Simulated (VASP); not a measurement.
# GaN in VASP: settings compared, part 2 of 2

VASP 6.6.1.

## Step 3: Single point, r2SCAN (strain +1.5%)

POSCAR reads:

```
GaN
1.0
    0.0000000000      2.2826868317      2.2826868317
    2.2826868317      0.0000000000      2.2826868317
    2.2826868317      2.2826868317      0.0000000000
Ga N
1 1
Direct
    0.0000000000      0.0000000000      0.0000000000
    0.2500000000      0.2500000000      0.2500000000
```

INCAR.step1 reads:

```
PREC = Accurate
ENCUT = 520
ISMEAR = 0
SIGMA = 0.01
LREAL = F
LASPH = T
NELM = 80
NBANDS = 16
GGA = PE
ALGO = Normal
EDIFF = 1E-4
LWAVE = T
LCHARG = F
```

INCAR.step2 reads:

```
PREC = Accurate
ENCUT = 520
EDIFF = 1E-7
ISMEAR = 0
SIGMA = 0.01
LREAL = F
LASPH = T
NELM = 80
ALGO = Normal
ISIF = 2
LWAVE = F
LCHARG = F
METAGGA = R2SCAN
LMIXTAU = T
NBANDS = 16
ISTART = 1
```

KPOINTS reads:

```
regular mesh
0
Gamma
  10 10 10
```

Potentials or basis: VASP PAW PBE potentials, release 64 (Ga_d, N).

On the command line:

```sh
cat potpaw_PBE.64/Ga_d/POTCAR potpaw_PBE.64/N/POTCAR > POTCAR
cp INCAR.step1 INCAR
mpirun -np 1 vasp_std > vasp.out
cp INCAR.step2 INCAR
mpirun -np 1 vasp_std > vasp.out
```

OUTCAR:

```text
PREC = Accurate
   ENCUT = 520
   EDIFF = 1E-7
   ISMEAR = 0
   LREAL = F
   LASPH = T
   NELM = 80
   ISIF = 2
   METAGGA = R2SCAN
   ISTART = 1

 ion  position               nearest neighbor table
   1  0.000  0.000  0.000-   2 1.98   2 1.98   2 1.98   2 1.98
   2  0.250  0.250  0.250-   1 1.98   1 1.98   1 1.98   1 1.98

  LATTYP: Found a face centered cubic cell.
 ALAT       =     4.5653736634

  Lattice vectors:

 A1 = (   0.0000000000,   2.2826868317,   2.2826868317)
 A2 = (   2.2826868317,   0.0000000000,   2.2826868317)
 A3 = (   2.2826868317,   2.2826868317,   0.0000000000)

Analysis of symmetry for initial positions (statically):
=====================================================================
 Subroutine PRICEL returns:
 Original cell was already a primitive cell.

 Routine SETGRP: Setting up the symmetry group for a
 face centered cubic supercell.

 Subroutine GETGRP returns: Found 24 space group operations
 (whereof 24 operations were pure point group operations)
 out of a pool of 48 trial point group operations.
[... 154 lines left out ...]

 Free energy of the ion-electron system (eV)
  ---------------------------------------------------
  ext. energy  EPLUGINS =         0.00000000
  ---------------------------------------------------
  free energy    TOTEN  =       -21.87689235 eV

  energy without entropy =      -21.87689235  energy(sigma->0) =      -21.87689235

 E-fermi :   4.6867     XC(G=0): -12.4092

 val. band max:        4.6057184184   @ k =   0.0000   0.0000   0.0000
 cond. band min:       6.4681208182   @ k =   0.0000   0.0000   0.0000
 fundamental gap:      1.8624023998
 Fermi energy:         4.6866963890

 k-point     1 :       0.0000    0.0000    0.0000
  band No.  band energies     occupation
      1     -11.8001      2.00000
      2      -9.2027      2.00000
      3      -9.2027      2.00000
      4      -9.2026      2.00000
      5      -8.8917      2.00000
      6      -8.8917      2.00000
[... 433 lines left out ...]
      3      -8.9935      2.00000
      4      -8.9899      2.00000
      5      -8.8363      2.00000
      6      -8.0310      2.00000
[... 8 lines left out ...]
     15      27.3073      0.00000
     16      27.4898      0.00000

 [... further k-points ...]
[... 5 lines left out ...]
  --------------------------------------------------------------------------------------
  -------------------------------------------------------------------------------------
  Total       -1.0391318     -1.0391318     -1.0391318      0.0000000      0.0000000      0.0000000
  in kB      -69.9861718    -69.9861718    -69.9861718      0.0000000      0.0000000      0.0000000
  external PRESSURE =     -69.9861718 kB  Pullay stress =       0.0000000 kB

 VOLUME and BASIS-vectors are now :
 -----------------------------------------------------------------------------
  energy-cutoff  :      520.00
  volume of cell :       23.79
      direct lattice vectors                 reciprocal lattice vectors
     0.000000000  2.282686832  2.282686832    -0.219040121  0.219040121  0.219040121
     2.282686832  0.000000000  2.282686832     0.219040121 -0.219040121  0.219040121
     2.282686832  2.282686832  0.000000000     0.219040121  0.219040121 -0.219040121

 POSITION                                       TOTAL-FORCE (eV/Angst)
 -----------------------------------------------------------------------------------
      0.00000      0.00000      0.00000        -0.000000      0.000000      0.000000
      1.14134      1.14134      1.14134         0.000000     -0.000000     -0.000000
 -----------------------------------------------------------------------------------
    total drift:                                0.000014      0.000014      0.000014

  FREE ENERGIE OF THE ION-ELECTRON SYSTEM (eV)
  ---------------------------------------------------
  free  energy   TOTEN  =       -21.8768923466 eV

  energy  without entropy=      -21.8768923466  energy(sigma->0) =      -21.87689235
```

OUTCAR.step1:

```text
PREC = Accurate
   ENCUT = 520
   ISMEAR = 0
   LREAL = F
   LASPH = T
[... 676 lines left out ...]
 -----------------------------------------------------------------------------------
      0.00000      0.00000      0.00000        -0.000000     -0.000000     -0.000000
      1.14134      1.14134      1.14134         0.000000      0.000000      0.000000
 -----------------------------------------------------------------------------------
    total drift:                                0.000002      0.000002      0.000001

  FREE ENERGIE OF THE ION-ELECTRON SYSTEM (eV)
  ---------------------------------------------------
  free  energy   TOTEN  =       -12.1522883616 eV

  energy  without entropy=      -12.1522883616  energy(sigma->0) =      -12.15228836
```

Wall time 53 s (1 thread of Intel Xeon Platinum 8259CL at 2.50GHz (Skylake/Cascade Lake), shared host); peak memory 0.15 GiB.

Results:

```yaml
Free_energy: -21.8769 eV
Pressure: -7.0 GPa
Band_gap_on_the_k_mesh: 1.86 eV, direct
```

Caveat: the cell differs from its parent crystal (strain +1.5%); the PAW data sets were made with another functional, which shifts forces and pressure a little.

## Step 4: Single point, PBE (epitaxial xy strain -3.0%)

INCAR reads:

```
PREC = Accurate
ENCUT = 520
EDIFF = 1E-6
ISMEAR = -1
SIGMA = 0.02
LREAL = False
LASPH = True
NELM = 80
ALGO = Normal
ISIF = 2
LWAVE = False
LCHARG = False
GGA = PE
NBANDS = 16
```

KPOINTS reads:

```
Automatic mesh
0
Gamma
  10 10 10
```

POSCAR reads:

```
GaN
1.0
    0.0000000000      2.1814839673      2.3186309995
    2.1814839673      0.0000000000      2.3186309995
    2.1814839673      2.1814839673      0.0000000000
Ga N
1 1
Direct
    0.0000000000      0.0000000000      0.0000000000
    0.2500000000      0.2500000000      0.2500000000
```

On the command line:

```sh
cat potpaw_PBE.64/Ga_d/POTCAR potpaw_PBE.64/N/POTCAR > POTCAR
mpirun -np 1 vasp_std > vasp.out
```

Run time: 22 s. Hardware: 1 thread of Intel Xeon Platinum 8259CL at 2.50GHz (Skylake/Cascade Lake), shared host; peak memory 0.16 GiB.

The run converged. Its results:

```
Free energy            : -12.0758 eV
Pressure               : 12.4 GPa
Band gap on the k mesh : 1.84 eV, direct
```

Stress tensor (GPa, compression positive):
```
15.19  0.00  0.00
 0.00 15.19  0.00
 0.00  0.00  6.83
```

Levels at points of the mesh, in eV from the valence-band top:
| k point | band 7 | band 8 | band 9 | band 10 | band 11 | band 12 |
| --- | --- | --- | --- | --- | --- | --- |
| (0.00, 0.00, 0.00) | -0.32 | 0.00 | 0.00 | 1.84 | 10.40 | 10.40 |
| (0.50, 0.00, 0.00) | -7.37 | -1.36 | -0.87 | 4.68 | 8.81 | 10.13 |
| (0.50, 0.50, 0.00) | -6.83 | -2.61 | -2.61 | 3.57 | 7.42 | 11.29 |
| (0.50, 0.00, 0.50) | -6.14 | -3.09 | -3.07 | 3.13 | 6.45 | 12.14 |

Caveat: the cell differs from its parent crystal (epitaxial xy strain -3.0%).

## Step 5: Overview

```csv
level,cell,smearing,gap on the mesh (eV),pressure (GPa)
r2SCAN,"a = 3.180 Å, angles 60.0°, 2 atoms",gaussian 0.01 eV,2.16,1.1
r2SCAN,"a = 3.228 Å, angles 60.0°, 2 atoms",gaussian 0.01 eV,1.86,-7.0
PBE,"a = 3.184, b = 3.184, c = 3.085 Å, angles 61.0, 61.0, 58.0°, 2 atoms",fermi-dirac 0.02 eV,1.84,12.4
```

Alike in all rows: task single point; potentials or basis VASP PAW PBE potentials, release 64 (Ga_d, N); no spin polarisation; k mesh 10 × 10 × 10; cutoff (eV) 520.

Caveats: the PAW data sets were made with another functional, which shifts forces and pressure a little (some runs).

Absolute energies hang on the potentials; compare differences alone.
